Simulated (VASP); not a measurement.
# MoS2 (P-3m1) in VASP: a series of runs, part 2 of 2

VASP 6.6.1. The steps go on from the part before.

## (4) Single point, PBE

This run uses another cell than the first one, of 20.44 Å³/atom, 1.198 times its volume.

The input, INCAR:

```
SYSTEM = MoS2
PREC = Accurate
ENCUT = 500
EDIFF = 1E-6
ISMEAR = -1
SIGMA = 0.05
LREAL = .False.
LASPH = .True.
NELM = 120
ALGO = Normal
ISIF = 2
LWAVE = .False.
LCHARG = .True.
GGA = PE
LELF = .True.
LVHAR = .True.
NBANDS = 20
GGA_COMPAT = .False.
```

The input, KPOINTS:

```
Automatic mesh
0
Gamma
  9 9 4
  0 0 0
```

The input, POSCAR:

```
MoS2
1.0
    3.1923096272      0.0000000000      0.0000000000
   -1.5961548136      2.7646212339      0.0000000000
    0.0000000000      0.0000000000      6.9485681980
Mo S
1 2
Direct
    0.0000000000      0.0000000000      0.5000000000
    0.6666666667      0.3333333333      0.7278924139
    0.3333333333      0.6666666667      0.2721075861
```

Potentials or basis: VASP PAW PBE potentials, release 64 (Mo_sv, S).

On the command line:

```sh
$ cat potpaw_PBE.64/Mo_sv/POTCAR potpaw_PBE.64/S/POTCAR > POTCAR
$ mpirun -np 1 vasp_std > vasp.out
```

OUTCAR:

```text
SYSTEM = MoS2
   PREC = Accurate
   ENCUT = 500
   EDIFF = 1E-6
   ISMEAR = -1
   LREAL = .False.
   LASPH = .True.
   NELM = 120
   ISIF = 2
   GGA = PE

 ion  position               nearest neighbor table
   1  0.000  0.000  0.500-   2 2.43   3 2.43   3 2.43   2 2.43   2 2.43   3 2.43
   2  0.667  0.333  0.728-   1 2.43   1 2.43   1 2.43
   3  0.333  0.667  0.272-   1 2.43   1 2.43   1 2.43

  LATTYP: Found a hexagonal cell.
 ALAT       =     3.1923096272
 C/A-ratio  =     2.1766585981

  Lattice vectors:

 A1 = (   3.1923096272,   0.0000000000,   0.0000000000)
 A2 = (  -1.5961548136,   2.7646212339,   0.0000000000)
 A3 = (   0.0000000000,   0.0000000000,   6.9485681980)

Analysis of symmetry for initial positions (statically):
=====================================================================
 Subroutine PRICEL returns:
 Original cell was already a primitive cell.

 Routine SETGRP: Setting up the symmetry group for a
 hexagonal supercell.

 Subroutine GETGRP returns: Found 12 space group operations
 (whereof 12 operations were pure point group operations)
 out of a pool of 24 trial point group operations.

The static configuration has the point symmetry D_3d.

Analysis of symmetry for dynamics (positions and initial velocities):
=====================================================================
 Subroutine PRICEL returns:
 Original cell was already a primitive cell.

 Routine SETGRP: Setting up the symmetry group for a
 hexagonal supercell.

 Subroutine GETGRP returns: Found 12 space group operations
 (whereof 12 operations were pure point group operations)
 out of a pool of 24 trial point group operations.

The dynamic configuration has the point symmetry D_3d.

 Subroutine INISYM returns: Found 12 space group operations
[... 106 lines left out ...]
   ISYM   =      2    0-nonsym 1-usesym 2-fastsym
   POTIM  = 0.5000    time-step for ionic-motion
   TEBEG  =    0.0;   TEEND  =   0.0 temperature during run
   PSTRESS=    0.0 pullay stress
   NELECT =      26.0000    total number of electrons
   NUPDOWN=      -1.0000    fix difference up-down
   EMIN   =  10.00;   EMAX   =-10.00  energy-range for DOS
   EFERMI =   0.00;   METHOD = LEGACY
   ISMEAR =    -1;   SIGMA  =   0.05  broadening in eV -4-tet -1-fermi 0-gaus
   EFERMI_NEDOS =   21; number of points for ismear=-14 and -15
   IALGO  =     38    algorithm
   IMIX   =      4    mixing-type and parameters
     AMIX     =   0.40;   BMIX     =  1.00
     AMIX_MAG =   1.60;   BMIX_MAG =  1.00
  volume/ion in A,a.u.               =      20.44       137.95
  Fermi-wavevector in a.u.,A,eV,Ry     =   1.229855  2.324089 20.579406  1.512544
  Thomas-Fermi vector in A             =   2.364726
   LORBIT       =      0    0 simple, 1 ext, 2 COOP (PROOUT), +10 PAW based schemes
   GGA     = PE    functional components
   LHFCALC =     F    Hartree Fock is set to
   AEXX    =    0.0000 exact exchange contribution
   IVDW    =     0    specifies the selected vdW correction
   LEPSILON=     F    determine dielectric tensor
   LRPA    =     F    only Hartree local field effects (RPA)
 non-spin polarized calculation
  energy-cutoff  :      500.00
  volume of cell :       61.32
 maximum number of plane-waves:      1574
   NGX = 11   NGY = 11   NGZ = 25

 number of electron      25.9999999 magnetization

 Free energy of the ion-electron system (eV)
  ---------------------------------------------------
  ext. energy  EPLUGINS =         0.00000000
  ---------------------------------------------------
  free energy    TOTEN  =       -21.03060732 eV

  energy without entropy =      -21.02317068  energy(sigma->0) =      -21.02688900

 E-fermi :   6.0152     XC(G=0):  -9.9077

 val. band max:        5.9380499983   @ k =   0.3333   0.2222   0.0000
 cond. band min:       6.0286634507   @ k =   0.2222   0.2222   0.5000
 fundamental gap:      0.0906134524
 Fermi energy:         6.0151570414

 k-point     1 :       0.0000    0.0000    0.0000
  band No.  band energies     occupation
      1     -55.7171      2.00000
      2     -29.7535      2.00000
      3     -29.6969      2.00000
      4     -29.6969      2.00000
      5      -8.7253      2.00000
      6      -7.5179      2.00000
[... 541 lines left out ...]
     19      13.7607      0.00000
     20      14.4141      0.00000

 [... further k-points ...]
[... 5 lines left out ...]
  --------------------------------------------------------------------------------------
  -------------------------------------------------------------------------------------
  Total       -0.0225476     -0.0225476     -0.0312189      0.0000000      0.0000000      0.0000000
  in kB       -0.5890805     -0.5890805     -0.8156293      0.0000000      0.0000000      0.0000000
  external PRESSURE =      -0.6645968 kB  Pullay stress =       0.0000000 kB

 VOLUME and BASIS-vectors are now :
 -----------------------------------------------------------------------------
  energy-cutoff  :      500.00
  volume of cell :       61.32
      direct lattice vectors                 reciprocal lattice vectors
     3.192309627  0.000000000  0.000000000     0.313252822  0.180856601  0.000000000
    -1.596154814  2.764621234  0.000000000     0.000000000  0.361713202  0.000000000
     0.000000000  0.000000000  6.948568198     0.000000000  0.000000000  0.143914541

 POSITION                                       TOTAL-FORCE (eV/Angst)
 -----------------------------------------------------------------------------------
      0.00000      0.00000      3.47428         0.000000      0.000000      0.000000
      1.59615      0.92154      5.05781         0.000000      0.000000     -0.005282
     -0.00000      1.84308      1.89076        -0.000000     -0.000000      0.005282
 -----------------------------------------------------------------------------------
    total drift:                                0.000000      0.000000      0.000000

  FREE ENERGIE OF THE ION-ELECTRON SYSTEM (eV)
  ---------------------------------------------------
  free  energy   TOTEN  =       -21.0306073205 eV

  energy  without entropy=      -21.0231706760  energy(sigma->0) =      -21.02688900
```

OSZICAR:

```text
N       E                     dE             d eps       ncg     rms          rms(c)
DAV:   1     0.188824910736E+03    0.18882E+03   -0.14583E+04  1856   0.118E+03
DAV:   2    -0.149796788692E+02   -0.20380E+03   -0.19921E+03  2120   0.306E+02
DAV:   3    -0.225741293045E+02   -0.75945E+01   -0.75045E+01  2216   0.564E+01
DAV:   4    -0.226652915097E+02   -0.91162E-01   -0.91068E-01  2092   0.640E+00
DAV:   5    -0.226670458150E+02   -0.17543E-02   -0.17541E-02  2176   0.859E-01    0.224E+01
DAV:   6    -0.216842292276E+02    0.98282E+00   -0.16786E+01  1792   0.215E+01    0.945E+00
DAV:   7    -0.211951302471E+02    0.48910E+00   -0.73163E+00  1780   0.138E+01    0.593E+00
DAV:   8    -0.210305619936E+02    0.16457E+00   -0.91198E-01  1864   0.515E+00    0.173E+00
DAV:   9    -0.210322052497E+02   -0.16433E-02   -0.35036E-02  2008   0.113E+00    0.638E-01
DAV:  10    -0.210307091494E+02    0.14961E-02   -0.17423E-02  1896   0.796E-01    0.165E-01
DAV:  11    -0.210306145094E+02    0.94640E-04   -0.10075E-03  1976   0.204E-01    0.655E-02
DAV:  12    -0.210305830942E+02    0.31415E-04   -0.10147E-04  1980   0.646E-02    0.292E-02
DAV:  13    -0.210306074981E+02   -0.24404E-04   -0.85480E-05  1804   0.546E-02    0.130E-02
DAV:  14    -0.210306073205E+02    0.17766E-06   -0.64812E-06  2040   0.156E-02
   1 F= -.21030607E+02 E0= -.21026889E+02  d E =-.743664E-02
```

stdout:

```text
POSCAR found type information on POSCAR MoS
 POSCAR found :  2 types and       3 ions
 scaLAPACK will be used
 LDA part: xc-table for (Slater+PW92), standard interpolation
 POSCAR, INCAR and KPOINTS ok, starting setup
 FFT: planning ... GRIDC
 FFT: planning ... GRID_SOFT
 FFT: planning ... GRID
 WAVECAR not read
 entering main loop
```

Run time: 75 s. Hardware: 1 thread of Intel Xeon 8259CL, shared host; peak memory 0.2 GiB.

What came out:

```yaml
Free_energy: -21.0306 eV
Pressure: -0.1 GPa
Largest_force: 0.005 eV/Å
Band_gap_on_the_k_mesh: zero (band 13 reaches 6.68 eV, above the bottom of band 14 at 5.85 eV)
```

Forces in eV/Å, atoms in the order of the input:
```
Mo   0.000  0.000  0.000
S    0.000  0.000 -0.005
S    0.000  0.000  0.005
```

Caveat: this functional lacks dispersion, which binds the layers, so the pressure and a relaxed spacing across them are unreliable.

## (5) Relaxation of cell and atoms, PBE+D4

This run uses another cell than the first one, of 18.98 Å³/atom, 1.113 times its volume.

The input, INCAR:

```
SYSTEM = MoS2
  PREC = Accurate
  ENCUT = 500
  EDIFF = 1E-7
  ISMEAR = -1
  SIGMA = 0.05
  LREAL = .False.
  LASPH = .True.
  NELM = 120
  ALGO = Normal
  ISIF = 3
  LWAVE = .False.
  LCHARG = .False.
  GGA = PE
  IVDW = 13
  IBRION = 2
  NSW = 60
  EDIFFG = -0.01
  GGA_COMPAT = .False.
  NELMIN = 4
```

KPOINTS is that of step 4.

The input, POSCAR:

```
MoS2
1.0
    3.2274645616      0.0000000000      0.0000000000
   -1.6137322808      2.7950663001      0.0000000000
    0.0000000000      0.0000000000      6.3124734200
Mo S
1 2
Direct
    0.0000000000      0.0000000000      0.5000000000
    0.6666666667      0.3333333333      0.7446806800
    0.3333333333      0.6666666667      0.2553193200
```

Potentials or basis: VASP PAW PBE potentials, release 64 (Mo_sv, S).

On the command line:

```sh
$ cat potpaw_PBE.64/Mo_sv/POTCAR potpaw_PBE.64/S/POTCAR > POTCAR
$ mpirun -np 1 vasp_std > vasp.out
```

OUTCAR:

```text
SYSTEM = MoS2
   PREC = Accurate
   ENCUT = 500
   EDIFF = 1E-7
   ISMEAR = -1
   LREAL = .False.
   LASPH = .True.
   NELM = 120
   ISIF = 3
   GGA = PE
   IVDW = 13
   IBRION = 2
   NSW = 60
   EDIFFG = -0.01
   NELMIN = 4

 ion  position               nearest neighbor table
   1  0.000  0.000  0.500-   2 2.42   3 2.42   3 2.42   2 2.42   2 2.42   3 2.42
   2  0.667  0.333  0.745-   1 2.42   1 2.42   1 2.42
   3  0.333  0.667  0.255-   1 2.42   1 2.42   1 2.42

  LATTYP: Found a hexagonal cell.
 ALAT       =     3.2274645616
 C/A-ratio  =     1.9558614199

  Lattice vectors:

 A1 = (   3.2274645616,   0.0000000000,   0.0000000000)
 A2 = (  -1.6137322808,   2.7950663001,   0.0000000000)
 A3 = (   0.0000000000,   0.0000000000,   6.3124734200)

Analysis of symmetry for initial positions (statically):
=====================================================================
 Subroutine PRICEL returns:
 Original cell was already a primitive cell.

 Routine SETGRP: Setting up the symmetry group for a
 hexagonal supercell.

 Subroutine GETGRP returns: Found 12 space group operations
 (whereof 12 operations were pure point group operations)
 out of a pool of 24 trial point group operations.

The static configuration has the point symmetry D_3d.

Analysis of symmetry for dynamics (positions and initial velocities):
=====================================================================
 Subroutine PRICEL returns:
 Original cell was already a primitive cell.

 Routine SETGRP: Setting up the symmetry group for a
 hexagonal supercell.

 Subroutine GETGRP returns: Found 12 space group operations
 (whereof 12 operations were pure point group operations)
 out of a pool of 24 trial point group operations.

The dynamic configuration has the point symmetry D_3d.

 Subroutine INISYM returns: Found 12 space group operations
 (whereof 12 operations are pure point group operations),
 and found     1 'primitive' translations

[... 113 lines left out ...]
   IALGO  =     38    algorithm
   IMIX   =      4    mixing-type and parameters
     AMIX     =   0.40;   BMIX     =  1.00
     AMIX_MAG =   1.60;   BMIX_MAG =  1.00
  volume/ion in A,a.u.               =      18.98       128.09
  Fermi-wavevector in a.u.,A,eV,Ry     =   1.260612  2.382212 21.621610  1.589144
  Thomas-Fermi vector in A             =   2.394113
   LORBIT       =      0    0 simple, 1 ext, 2 COOP (PROOUT), +10 PAW based schemes
   GGA     = PE    functional components
   LHFCALC =     F    Hartree Fock is set to
   AEXX    =    0.0000 exact exchange contribution
   IVDW    =    13    specifies the selected vdW correction
   LEPSILON=     F    determine dielectric tensor
   LRPA    =     F    only Hartree local field effects (RPA)
 conjugate gradient relaxation of ions
 non-spin polarized calculation
  energy-cutoff  :      500.00
  volume of cell :       56.94
 maximum number of plane-waves:      1462
   NGX = 11   NGY = 11   NGZ = 23

--------------------------------------- Ionic step        1  -------------------------------------------

 number of electron      26.0000001 magnetization

 Free energy of the ion-electron system (eV)
  ---------------------------------------------------
  ext. energy  EPLUGINS =         0.00000000
  ---------------------------------------------------
  free energy    TOTEN  =       -21.01189915 eV

  energy without entropy =      -21.00305281  energy(sigma->0) =      -21.00747598

------------------------ aborting loop because EDIFF is reached ----------------------------------------

  DFT-D4 for vdW energy calculation

  Edisp (eV):   -1.20802
[... 108 lines left out ...]
  FREE ENERGIE OF THE ION-ELECTRON SYSTEM (eV)
  ---------------------------------------------------
  free  energy   TOTEN  =       -22.2425487892 eV

  energy  without entropy=      -22.2348302182  energy(sigma->0) =      -22.23868950

[... ionic steps 4 to 17 ...]

--------------------------------------- Ionic step       18  -------------------------------------------

 number of electron      25.9999998 magnetization

------------------------ aborting loop because EDIFF is reached ----------------------------------------
[... 77 lines left out ...]
--------------------------------------- Ionic step       20  -------------------------------------------

 number of electron      25.9999998 magnetization

 Free energy of the ion-electron system (eV)
  ---------------------------------------------------
  ext. energy  EPLUGINS =         0.00000000
  ---------------------------------------------------
  free energy    TOTEN  =       -20.95536657 eV

  energy without entropy =      -20.94691313  energy(sigma->0) =      -20.95113985

 E-fermi :   8.3333     XC(G=0): -11.1648

 val. band max:        8.3110700180   @ k =   0.1111   0.0000   0.0000
 cond. band min:       8.3784697226   @ k =  -0.1111   0.3333   0.2500
 fundamental gap:      0.0673997046
 Fermi energy:         8.3332982787

 k-point     1 :       0.0000    0.0000    0.0000
  band No.  band energies     occupation
      1     -53.4384      2.00000
      2     -27.5093      2.00000
      3     -27.4101      2.00000
      4     -27.4101      2.00000
      5      -6.8781      2.00000
      6      -5.0622      2.00000
[... 457 lines left out ...]
      4     -27.4599      2.00000
      5      -5.5116      2.00000
      6      -5.0303      2.00000
[... 9 lines left out ...]
     16      11.1002      0.00000
     17      12.1439      0.00000

 [... further k-points ...]

------------------------ aborting loop because EDIFF is reached ----------------------------------------

  DFT-D4 for vdW energy calculation

  Edisp (eV):   -1.33574
[... 26 lines left out ...]
  FREE ENERGIE OF THE ION-ELECTRON SYSTEM (eV)
  ---------------------------------------------------
  free  energy   TOTEN  =       -22.2911079600 eV

  energy  without entropy=      -22.2826545136  energy(sigma->0) =      -22.28688124

 reached required accuracy - stopping structural energy minimisation
```

It took 12 min on 1 thread of Intel Xeon 8259CL, shared host; peak memory 0.2 GiB.

Results:

| Item | Value |
| --- | --- |
| Free energy | -22.2911 eV |
| Relaxed volume | 17.05 Å³/atom |
| Relaxed cell | a = 3.176 Å, b = 3.176 Å, c = 5.854 Å, α = 90.00°, β = 90.00°, γ = 120.00° |
| Space group after relaxing (to 0.05 Å) | P-3m1 (No. 164) |
| Energy gained by relaxing | 23.7 meV/atom |
| Ionic steps | 20 |
| Pressure after relaxing | 0.0 GPa |
| Largest force after relaxing | 0.005 eV/Å |
| Band gap on the k mesh | zero (band 13 reaches 9.14 eV, above the bottom of band 14 at 7.96 eV) |
| Dispersion energy per atom | -0.445 eV |

Forces in eV/Å, atoms in the order of the input:
```
Mo   0.000  0.000  0.000
S    0.000  0.000 -0.005
S    0.000  0.000  0.005
```

Step by step:
| step | energy change (eV) | largest force (eV/Å) | pressure (GPa) | volume (Å³) |
| --- | --- | --- | --- | --- |
| 1 | 0.0000 | 0.2578 | -2.20 | 56.94 |
| 2 | -0.0226 | 0.5559 | 1.67 | 54.82 |
| 3 | -0.0226 | 0.5419 | 1.47 | 54.92 |
| 4 | -0.0371 | 0.1902 | 0.15 | 54.59 |
| 5 | -0.0378 | 0.1012 | -0.19 | 54.50 |
| 6 | -0.0401 | 0.0973 | -0.22 | 54.38 |
| 7 | -0.0466 | 0.0863 | -0.31 | 54.01 |
| 8 | -0.0578 | 0.0696 | -0.41 | 53.26 |
| 9 | -0.0701 | 0.0470 | -0.31 | 51.73 |
| 10 | -0.0704 | 0.0384 | -0.24 | 51.33 |
| 11 | -0.0690 | 0.0158 | 0.91 | 50.38 |
| 12 | -0.0710 | 0.0201 | 0.16 | 50.99 |
| 13 | -0.0693 | 0.1742 | -1.13 | 51.27 |
| 14 | -0.0711 | 0.0104 | -0.05 | 51.04 |
| 15 | -0.0711 | 0.0111 | 0.11 | 50.99 |
| 16 | -0.0711 | 0.0108 | 0.05 | 51.01 |
| 17 | -0.0712 | 0.0199 | -0.05 | 51.08 |
| 18 | -0.0712 | 0.0227 | -0.09 | 51.10 |
| 19 | -0.0712 | 0.0184 | -0.06 | 51.11 |
| 20 | -0.0712 | 0.0054 | 0.00 | 51.14 |

Final structure:
```cif
data_structure
_symmetry_space_group_name_H-M 'P 1'
_symmetry_Int_Tables_number 1
_cell_length_a 3.1760
_cell_length_b 3.1760
_cell_length_c 5.8537
_cell_angle_alpha 90.000
_cell_angle_beta 90.000
_cell_angle_gamma 120.000
_cell_volume 51.14
loop_
_atom_site_label
_atom_site_type_symbol
_atom_site_fract_x
_atom_site_fract_y
_atom_site_fract_z
_atom_site_occupancy
Mo1 Mo 0.00000 0.00000 0.50000 1
S1 S 0.66667 0.33333 0.76878 1
S2 S 0.33333 0.66667 0.23122 1
```

Levels at points of the mesh, in eV from the Fermi level:
```tsv
k point	band 10	band 11	band 12	band 13	band 14	band 15	band 16	band 17
(0.00, 0.00, 0.00)	-1.43	-1.29	-0.91	-0.91	-0.16	-0.16	2.99	2.99
(0.00, 0.00, 0.50)	-3.89	-0.93	-0.93	-0.38	-0.38	0.08	3.43	3.43
```

## (6) The runs side by side

```csv
task,level,cell,gap on the mesh (eV),pressure (GPa),largest force (eV/Å)
single point,PBE+D4,"a = 3.178, b = 3.178, c = 5.850 Å, angles 90.0, 90.0, 120.0°, 3 atoms",none,-0.1,0.01
single point,PBE+D3(BJ),"a = 3.227, b = 3.227, c = 6.312 Å, angles 90.0, 90.0, 120.0°, 3 atoms",none,-2.4,0.27
single point,PBE,"a = 3.192, b = 3.192, c = 6.949 Å, angles 90.0, 90.0, 120.0°, 3 atoms",none,-0.1,0.01
relaxation of cell and atoms,PBE+D4,"relaxed from a = 3.227, b = 3.227, c = 6.312 Å, angles 90.0, 90.0, 120.0°, 3 atoms",none,0.0,0.01
```

Alike in all rows: potentials or basis VASP PAW PBE potentials, release 64 (Mo_sv, S); no spin polarisation; k mesh 9 × 9 × 4; cutoff (eV) 500; smearing fermi-dirac 0.05 eV.

Caveats: pairwise dispersion overbinds metals, which lowers pressure and volume (some runs); three body term missing (some runs); this functional lacks dispersion, which binds the layers, so the pressure and a relaxed spacing across them are unreliable (some runs).

Absolute energies hang on the potentials; compare differences alone.
